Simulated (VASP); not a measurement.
# Mg2CdSe3 in VASP: a series of runs

Mg2CdSe3 is run at these levels: PBE; tasks: single point.

Program: VASP 6.6.1. These are calculated values, not measurements. Logs are shortened: lines on timing, memory, paths and dates and some standing lists are left out, and cuts for length are marked.

**1. The cell of the first run**

It takes space group P-3m1 (No. 164, trigonal). The conventional cell has a = 3.954 Å, b = 3.954 Å, c = 9.686 Å, α = 90.00°, β = 90.00°, γ = 120.00°. Within 3.6 Å of Mg (site symmetry 3m) lie 6 Se at 2.77 Å. Within 3.8 Å of Cd (site symmetry -3m) lie 6 Se at 2.85 Å. Se (site symmetry -3m) has 6 Mg at 2.77 Å within 3.7 Å. Se (site symmetry 3m) has 3 Mg at 2.77 Å and 3 Cd at 2.85 Å within 3.6 Å.

**2. Single point, PBE**

File INCAR:

```
SYSTEM = Mg2CdSe3
PREC = Accurate
ENCUT = 520
EDIFF = 1E-6
ISMEAR = 0
SIGMA = 0.02
LREAL = .FALSE.
LASPH = .TRUE.
NELM = 80
ALGO = Normal
ISIF = 2
LWAVE = .FALSE.
LCHARG = .TRUE.
GGA = PE
LELF = .TRUE.
LVHAR = .TRUE.
NBANDS = 26
```

File KPOINTS:

```
Automatic mesh
0
G
  12 12 4
  0 0 0
```

File POSCAR:

```
Mg2CdSe3
1.0
    3.9535401492      0.0000000000      0.0000000000
   -1.9767700746      3.4238662040      0.0000000000
    0.0000000000      0.0000000000      9.6858292582
Mg Cd Se
2 1 3
Direct
    0.3333333333      0.6666666667      0.6628076100
    0.6666666667      0.3333333333      0.3371923900
    0.0000000000      0.0000000000      0.0000000000
    0.0000000000      0.0000000000      0.5000000000
    0.3333333333      0.6666666667      0.1758129145
    0.6666666667      0.3333333333      0.8241870855
```

Potentials or basis: VASP PAW PBE potentials, release 64 (Mg, Cd, Se).

Run with:

```
$ cat potpaw_PBE.64/Mg/POTCAR potpaw_PBE.64/Cd/POTCAR potpaw_PBE.64/Se/POTCAR > POTCAR
$ mpirun -np 1 vasp_std > vasp.out
```

OUTCAR:

```text
SYSTEM = Mg2CdSe3
   PREC = Accurate
   ENCUT = 520
   EDIFF = 1E-6
   ISMEAR = 0
   LREAL = .FALSE.
   LASPH = .TRUE.
   NELM = 80
   ISIF = 2
   GGA = PE

 ion  position               nearest neighbor table
   1  0.333  0.667  0.663-   6 2.77   6 2.77   6 2.77   4 2.77   4 2.77   4 2.77
   2  0.667  0.333  0.337-   5 2.77   5 2.77   5 2.77   4 2.77   4 2.77   4 2.77
   3  0.000  0.000  0.000-   5 2.85   6 2.85   5 2.85   6 2.85   6 2.85   5 2.85
   4  0.000  0.000  0.500-   1 2.77   2 2.77   1 2.77   2 2.77   2 2.77   1 2.77
   5  0.333  0.667  0.176-   2 2.77   2 2.77   2 2.77   3 2.85   3 2.85   3 2.85
   6  0.667  0.333  0.824-   1 2.77   1 2.77   1 2.77   3 2.85   3 2.85   3 2.85

  LATTYP: Found a hexagonal cell.
 ALAT       =     3.9535401492
 C/A-ratio  =     2.4499129622

  Lattice vectors:

 A1 = (   3.9535401492,   0.0000000000,   0.0000000000)
 A2 = (  -1.9767700746,   3.4238662040,   0.0000000000)
 A3 = (   0.0000000000,   0.0000000000,   9.6858292582)

Analysis of symmetry for initial positions (statically):
=====================================================================
 Subroutine PRICEL returns:
 Original cell was already a primitive cell.

 Routine SETGRP: Setting up the symmetry group for a
 hexagonal supercell.

 Subroutine GETGRP returns: Found 12 space group operations
 (whereof 12 operations were pure point group operations)
 out of a pool of 24 trial point group operations.

The static configuration has the point symmetry D_3d.

Analysis of symmetry for dynamics (positions and initial velocities):
=====================================================================
 Subroutine PRICEL returns:
 Original cell was already a primitive cell.

 Routine SETGRP: Setting up the symmetry group for a
 hexagonal supercell.

 Subroutine GETGRP returns: Found 12 space group operations
 (whereof 12 operations were pure point group operations)
 out of a pool of 24 trial point group operations.

The dynamic configuration has the point symmetry D_3d.

 Subroutine INISYM returns: Found 12 space group operations
 (whereof 12 operations are pure point group operations),
 and found     1 'primitive' translations

----------------------------------------------------------------------------------------

                                     Primitive cell

  volume of cell :     131.1112

[... 98 lines left out ...]
   EDIFFG = 0.1E-04   stopping-criterion for IOM
   NSW    =      0    number of steps for IOM
   IBRION =     -1    ionic relax: 0-MD 1-quasi-New 2-CG
   NFREE  =      0    steps in history (QN), initial steepest desc. (CG)
   ISIF   =      2    stress and relaxation
   ISYM   =      2    0-nonsym 1-usesym 2-fastsym
   POTIM  = 0.5000    time-step for ionic-motion
   TEBEG  =    0.0;   TEEND  =   0.0 temperature during run
   PSTRESS=    0.0 pullay stress
   NELECT =      34.0000    total number of electrons
   NUPDOWN=      -1.0000    fix difference up-down
   EMIN   =  10.00;   EMAX   =-10.00  energy-range for DOS
   EFERMI =   0.00;   METHOD = LEGACY
   ISMEAR =     0;   SIGMA  =   0.02  broadening in eV -4-tet -1-fermi 0-gaus
   EFERMI_NEDOS =   21; number of points for ismear=-14 and -15
   IALGO  =     38    algorithm
   IMIX   =      4    mixing-type and parameters
     AMIX     =   0.40;   BMIX     =  1.00
     AMIX_MAG =   1.60;   BMIX_MAG =  1.00
  volume/ion in A,a.u.               =      21.85       147.46
  Fermi-wavevector in a.u.,A,eV,Ry     =   1.043970  1.972817 14.828618  1.089873
  Thomas-Fermi vector in A             =   2.178702
   LORBIT       =      0    0 simple, 1 ext, 2 COOP (PROOUT), +10 PAW based schemes
   GGA     = PE    functional components
   LHFCALC =     F    Hartree Fock is set to
   AEXX    =    0.0000 exact exchange contribution
   IVDW    =     0    specifies the selected vdW correction
   LEPSILON=     F    determine dielectric tensor
   LRPA    =     F    only Hartree local field effects (RPA)
 non-spin polarized calculation
 Gauss-broadening in eV      SIGMA  =   0.02
  energy-cutoff  :      520.00
  volume of cell :      131.11
 maximum number of plane-waves:      3595
 NGX is ok and might be reduce to    30

 number of electron      33.9999991 magnetization

 Free energy of the ion-electron system (eV)
  ---------------------------------------------------
  ext. energy  EPLUGINS =         0.00000000
  ---------------------------------------------------
  free energy    TOTEN  =       -20.10170835 eV

  energy without entropy =      -20.10170835  energy(sigma->0) =      -20.10170835

 E-fermi :   2.8397     XC(G=0):  -9.5935

 val. band max:        2.7134182271   @ k =   0.0000   0.0000   0.5000
 cond. band min:       3.5748013836   @ k =   0.5000   0.0000   0.0000
 fundamental gap:      0.8613831565
 Fermi energy:         2.8397446993

 k-point     1 :       0.0000    0.0000    0.0000
  band No.  band energies     occupation
      1     -10.0874      2.00000
      2      -9.4210      2.00000
      3      -9.3417      2.00000
      4      -5.1847      2.00000
      5      -5.1847      2.00000
      6      -5.1255      2.00000
[... 685 lines left out ...]
     25       9.4574      0.00000
     26       9.6589      0.00000

 [... further k-points ...]

------------------------ aborting loop because EDIFF is reached ----------------------------------------

  FORCE on cell =-STRESS in cart. coord.  units (eV):
  Direction    XX          YY          ZZ          XY          YZ          ZX
  --------------------------------------------------------------------------------------
  -------------------------------------------------------------------------------------
  Total        0.0157619      0.0157619      0.0403991      0.0000000     -0.0000000      0.0000000
  in kB        0.1926098      0.1926098      0.4936761      0.0000000     -0.0000000      0.0000000
  external PRESSURE =       0.2929652 kB  Pullay stress =       0.0000000 kB

 VOLUME and BASIS-vectors are now :
 -----------------------------------------------------------------------------
  energy-cutoff  :      520.00
  volume of cell :      131.11
      direct lattice vectors                 reciprocal lattice vectors
     3.953540149  0.000000000  0.000000000     0.252937864  0.146033744  0.000000000
    -1.976770075  3.423866204  0.000000000     0.000000000  0.292067488  0.000000000
     0.000000000  0.000000000  9.685829258     0.000000000  0.000000000  0.103243612

 POSITION                                       TOTAL-FORCE (eV/Angst)
 -----------------------------------------------------------------------------------
     -0.00000      2.28258      6.41984         0.000000     -0.000000      0.000872
      1.97677      1.14129      3.26599        -0.000000      0.000000     -0.000872
      0.00000      0.00000      0.00000         0.000000      0.000000      0.000000
      0.00000      0.00000      4.84291         0.000000      0.000000      0.000000
     -0.00000      2.28258      1.70289         0.000000     -0.000000      0.040497
      1.97677      1.14129      7.98294        -0.000000      0.000000     -0.040497
 -----------------------------------------------------------------------------------
    total drift:                                0.000000      0.000000     -0.000000

  FREE ENERGIE OF THE ION-ELECTRON SYSTEM (eV)
  ---------------------------------------------------
  free  energy   TOTEN  =       -20.1017083499 eV

  energy  without entropy=      -20.1017083499  energy(sigma->0) =      -20.10170835
```

Run time: 2 min. Hardware: 1 thread of AMD EPYC 9R45 (Zen 5), shared host; peak memory 0.38 GiB.

Results:

```yaml
Free_energy: -20.1017 eV
Pressure: 0.0 GPa
Largest_force: 0.040 eV/Å
Band_gap_on_the_k_mesh: 0.86 eV (least direct gap 1.51 eV)
```

Forces in eV/Å, atoms in the order of the input:
```
Mg   0.000  0.000  0.001
Mg   0.000  0.000 -0.001
Cd   0.000  0.000  0.000
Se   0.000  0.000  0.000
Se   0.000  0.000  0.040
Se   0.000  0.000 -0.040
```

A k mesh can miss the band edges.

**3. Single point, PBE**

This run uses another cell than the first one: it holds 12 atoms, not 6.

File INCAR:

```
PREC     = Accurate       # precision mode
ENCUT    = 520            # plane-wave cutoff, eV
EDIFF    = 1E-6           # SCF threshold, eV
ISMEAR   = 0              # smearing method
SIGMA    = 0.1            # smearing width, eV
LREAL    = False          # projectors in reciprocal space
LASPH    = True           # aspherical terms in the spheres
NELM     = 100            # most SCF steps
ALGO     = Normal         # electronic algorithm
ISIF     = 2              # what is computed and relaxed
LWAVE    = False          # write WAVECAR
LCHARG   = True           # write CHGCAR
GGA      = PE             # functional
LELF     = True           # ELF
LVHAR    = True         
NBANDS   = 46             # bands
```

File KPOINTS:

```
Automatic mesh
0
Gamma
  6 6 1
```

File POSCAR:

```
Mg2CdSe3
1.0
    3.9522485575     -0.0000392803      0.0001172634
   -1.9761557520      3.4225712311     -0.0003242687
    0.0006169713     -0.0016242851     19.3717334031
Mg Cd Se
4 2 6
Direct
    0.3332195516      0.6665349180      0.3313848237
    0.3334611472      0.6666877498      0.8313734248
    0.6663910064      0.3331827167      0.1686063667
    0.6669642084      0.3335806048      0.6685934955
    0.9998410329     -0.0000622425     -0.0000076734
    0.0000972400      0.0001208997      0.4999917586
   -0.0001296088     -0.0001457615      0.2499809553
    0.0001556423      0.0001175213      0.7500435306
    0.3329715996      0.6663656298      0.0879482567
    0.3336874199      0.6666419023      0.5879706058
    0.6664291180      0.3334383697      0.4120437860
    0.6669116422      0.3335376918      0.9120706700
```

Potentials or basis: VASP PAW PBE potentials, release 64 (Mg, Cd, Se).

Run with:

```
$ cat potpaw_PBE.64/Mg/POTCAR potpaw_PBE.64/Cd/POTCAR potpaw_PBE.64/Se/POTCAR > POTCAR
$ mpirun -np 1 vasp_std > vasp.out
```

OUTCAR:

```text
PREC = Accurate
   ENCUT = 520
   EDIFF = 1E-6
   ISMEAR = 0
   LREAL = False
   LASPH = True
   NELM = 100
   ISIF = 2
   GGA = PE

 ion  position               nearest neighbor table
   1  0.333  0.667  0.331-  11 2.76  11 2.77  11 2.77   7 2.77   7 2.77   7 2.77
   2  0.333  0.667  0.831-  12 2.77  12 2.77  12 2.77   8 2.77   8 2.77   8 2.77
   3  0.666  0.333  0.169-   9 2.77   9 2.77   9 2.77   7 2.77   7 2.77   7 2.77
   4  0.667  0.334  0.669-  10 2.76  10 2.77  10 2.77   8 2.77   8 2.77   8 2.77
   5  1.000  1.000  1.000-  12 2.85   9 2.85  12 2.85   9 2.85   9 2.85  12 2.85
   6  0.000  0.000  0.500-  11 2.85  10 2.85  10 2.85  11 2.85  11 2.85  10 2.85
   7  1.000  1.000  0.250-   3 2.77   3 2.77   1 2.77   1 2.77   1 2.77   3 2.77
   8  0.000  0.000  0.750-   2 2.77   2 2.77   2 2.77   4 2.77   4 2.77   4 2.77
   9  0.333  0.666  0.088-   3 2.77   3 2.77   3 2.77   5 2.85   5 2.85   5 2.85
  10  0.334  0.667  0.588-   4 2.76   4 2.77   4 2.77   6 2.85   6 2.85   6 2.85
  11  0.666  0.333  0.412-   1 2.76   1 2.77   1 2.77   6 2.85   6 2.85   6 2.85
  12  0.667  0.334  0.912-   2 2.77   2 2.77   2 2.77   5 2.85   5 2.85   5 2.85

  LATTYP: Found a base centered monoclinic cell.
[... 1206 lines left out ...]

------------------------ aborting loop because EDIFF is reached ----------------------------------------

  FORCE on cell =-STRESS in cart. coord.  units (eV):
  Direction    XX          YY          ZZ          XY          YZ          ZX
  --------------------------------------------------------------------------------------
  -------------------------------------------------------------------------------------
  Total        0.1587973      0.1662676      0.0786889      0.0012725      0.0068726     -0.0021490
  in kB        0.9709368      1.0166129      0.4811289      0.0077806      0.0420215     -0.0131398
  external PRESSURE =       0.8228928 kB  Pullay stress =       0.0000000 kB

 VOLUME and BASIS-vectors are now :
 -----------------------------------------------------------------------------
  energy-cutoff  :      520.00
  volume of cell :      262.04
      direct lattice vectors                 reciprocal lattice vectors
     3.952248557 -0.000039280  0.000117263     0.253021976  0.146092163  0.000004191
    -1.976155752  3.422571231 -0.000324269     0.000002903  0.292179674  0.000024499
     0.000616971 -0.001624285 19.371733403    -0.000001532  0.000004007  0.051621607

 POSITION                                       TOTAL-FORCE (eV/Angst)
 -----------------------------------------------------------------------------------
     -0.00001      2.28071      6.41932        -0.000699      0.000746     -0.000438
      0.00096      2.28042     16.10497        -0.000237      0.000670      0.005612
      1.97543      1.14004      3.26617         0.000687     -0.000083     -0.004131
      1.97721      1.14059     12.95178        -0.000002     -0.001333      0.001890
      1.97620      3.42069     19.37138         0.000664      0.000044      0.000515
      0.00045     -0.00040      9.68571         0.000077     -0.000469      0.000314
      1.97602      3.42163      4.84236        -0.000395      0.000176      0.003438
      0.00085     -0.00082     14.52964         0.000198     -0.000024     -0.005404
     -0.00080      2.28053      1.70353         0.000072      0.000617      0.038858
      0.00179      2.28066     11.38983        -0.001011      0.000873      0.035749
      1.97522      1.14052      7.98197         0.001133     -0.000508     -0.036444
      1.97724      1.14005     17.66836        -0.000487     -0.000708     -0.039958
 -----------------------------------------------------------------------------------
    total drift:                               -0.000023      0.000012     -0.000021

  FREE ENERGIE OF THE ION-ELECTRON SYSTEM (eV)
  ---------------------------------------------------
  free  energy   TOTEN  =       -40.1785634240 eV

  energy  without entropy=      -40.1785634239  energy(sigma->0) =      -40.17856342
```

stdout:

```text
POSCAR found type information on POSCAR MgCdSe
 POSCAR found :  3 types and      12 ions
 scaLAPACK will be used
 LDA part: xc-table for (Slater+PW92), standard interpolation
 -----------------------------------------------------------------------------
|                                                                             |
|           W    W    AA    RRRRR   N    N  II  N    N   GGGG   !!!           |
|           W    W   A  A   R    R  NN   N  II  NN   N  G    G  !!!           |
|           W    W  A    A  R    R  N N  N  II  N N  N  G       !!!           |
|           W WW W  AAAAAA  RRRRR   N  N N  II  N  N N  G  GGG   !            |
|           WW  WW  A    A  R   R   N   NN  II  N   NN  G    G                |
|           W    W  A    A  R    R  N    N  II  N    N   GGGG   !!!           |
|                                                                             |
|     Your reciprocal lattice and k-lattice belong to different lattice       |
|     classes:                                                                |
|                                                                             |
|        The reciprocal lattice is base-centered monoclinic,                  |
|        whereas your k-lattice is triclinic.                                 |
|                                                                             |
|     Results are often still useful ...                                      |
|                                                                             |
 -----------------------------------------------------------------------------

 POSCAR, INCAR and KPOINTS ok, starting setup
 FFT: planning ... GRIDC
 FFT: planning ... GRID_SOFT
 FFT: planning ... GRID
 WAVECAR not read
 entering main loop
```

Wall time 2.8 min (1 thread of AMD EPYC 9R45 (Zen 5), shared host); peak memory 0.44 GiB.

Results:

- Free energy: -40.1786 eV
- Pressure: 0.1 GPa
- Largest force: 0.040 eV/Å
- Band gap on the k mesh: 0.86 eV

Forces in eV/Å, atoms in the order of the input:
```
Mg  -0.001  0.001  0.000
Mg   0.000  0.001  0.006
Mg   0.001  0.000 -0.004
Mg   0.000 -0.001  0.002
Cd   0.001  0.000  0.001
Cd   0.000  0.000  0.000
Se   0.000  0.000  0.003
Se   0.000  0.000 -0.005
Se   0.000  0.001  0.039
Se  -0.001  0.001  0.036
Se   0.001 -0.001 -0.036
Se   0.000 -0.001 -0.040
```

Levels at points of the mesh, in eV from the valence-band top:
```tsv
k point	band 31	band 32	band 33	band 34	band 35	band 36	band 37	band 38
(0.00, 0.00, 0.00)	-0.10	-0.10	0.00	0.00	1.51	2.90	3.27	3.54
(0.50, 0.00, 0.00)	-1.00	-0.65	-0.34	-0.32	0.86	1.69	2.48	3.49
(0.50, 0.50, 0.00)	-1.00	-0.65	-0.34	-0.32	0.86	1.69	2.48	3.49
(0.00, 0.50, 0.00)	-1.00	-0.65	-0.34	-0.32	0.86	1.68	2.48	3.49
```

A k mesh can miss the band edges.
